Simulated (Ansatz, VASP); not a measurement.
# AlH6 in VASP and in Ansatz

```
Al H
1.0
     3.56108    0.00000    0.00000
    -1.78054    3.08399    0.00000
     0.00000    0.00000    3.79401
Al H
1 6
Direct
  0.00000 0.00000 0.00000
  0.33333 0.66667 0.50000
  0.66667 0.33333 0.50000
  0.50000 0.00000 0.00000
  0.00000 0.50000 0.00000
  0.50000 0.50000 0.00000
  0.00000 0.00000 0.50000
```

Alike in both runs: functional PBE; k mesh 6 × 6 × 6; occupations gaussian, width 0.1 eV; no spin polarisation.

Ansatz relaxed the structure, and its values are those at the end. VASP's run is a single point on that final structure, the one shown.

|  | VASP | Ansatz |
| --- | --- | --- |
| version | VASP 6.6.1 | Ansatz 0.2.0 |
| potentials or method | VASP PAW PBE potentials, release 64 (Al, H), cutoff 520 eV | scalar-relativistic, plane waves, PAW |
| valence electrons in the cell | 9 | 9 |

VASP gave:

* gap on the k mesh at the Fermi level (eV): none
* pressure (GPa): -0.2

**Question.** What did Ansatz give for the same quantities?

**Answer.** gap on the k mesh at the Fermi level (eV): none; pressure (GPa): 0.0.

A gap of «none» marks a metal or a gap that the smearing closes.
